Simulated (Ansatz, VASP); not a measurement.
# One calculation of AlN, two programs

```
Al N
1.0
     0.00000    2.13305    2.13305
     2.13305    0.00000    2.13305
     2.13305    2.13305    0.00000
Al N
1 1
Direct
  0.50000 0.50000 0.50000
  0.00000 0.00000 0.00000
```

Alike in both runs: task single point; functional LDA; k mesh 10 × 10 × 10; occupations gaussian, width 0.02 eV; no spin polarisation.

```csv
,VASP,Ansatz
version,VASP 6.6.1,Ansatz 0.2.0
potentials or method,"VASP PAW LDA potentials, release 64 (Al, N), cutoff 600 eV","scalar-relativistic, plane waves, PAW"
valence electrons in the cell,8,8
```

```tsv
	VASP	Ansatz	Ansatz less VASP
gap on the k mesh at the Fermi level (eV)	3.03	3.03	+0.005
least direct gap on the mesh (eV)	3.63	3.61	-0.016
pressure (GPa)	-35.1	-35.3	-0.17
```

LDA's correlation is that of Perdew and Zunger in VASP and of Perdew and Wang (1992) in Ansatz. Both programs put the cell under strong tension, so it lies far from rest at this level.

Noted on VASP's run: the cell as given lies far from equilibrium.
